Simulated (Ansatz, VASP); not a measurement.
## Two plane-wave programs on Tl

```
CELL_PARAMETERS angstrom
5.37626 0.00000 0.00000
0.00000 5.37626 0.00000
0.00000 0.00000 4.36023
ATOMIC_POSITIONS crystal
Tl 0.25029 0.74971 0.00000
Tl 0.25029 0.25029 0.50000
Tl 0.74971 0.74971 0.50000
Tl 0.74971 0.25029 0.00000
```

Alike in both runs: functional PBE; k mesh 4 × 4 × 4; occupations gaussian, width 0.1 eV; no spin polarisation.

Ansatz relaxed the structure, and its values are those at the end. VASP's run is a single point on that final structure, the one shown.

|  | VASP | Ansatz |
| --- | --- | --- |
| version | VASP 6.6.1 | Ansatz 0.2.0 |
| potentials or method | VASP PAW PBE potentials, release 64 (Tl_d), cutoff 520 eV | scalar-relativistic, plane waves, PAW |
| valence electrons in the cell | 52 | 52 |

```tsv
	VASP	Ansatz	Ansatz less VASP
gap on the k mesh at the Fermi level (eV)	none	none	-
pressure (GPa)	0.0	0.0	+0.06
```

A gap of «none» marks a metal or a gap that the smearing closes.

The k mesh is coarse, so the values compare programs but aren't converged. Neither program's run includes spin-orbit coupling.
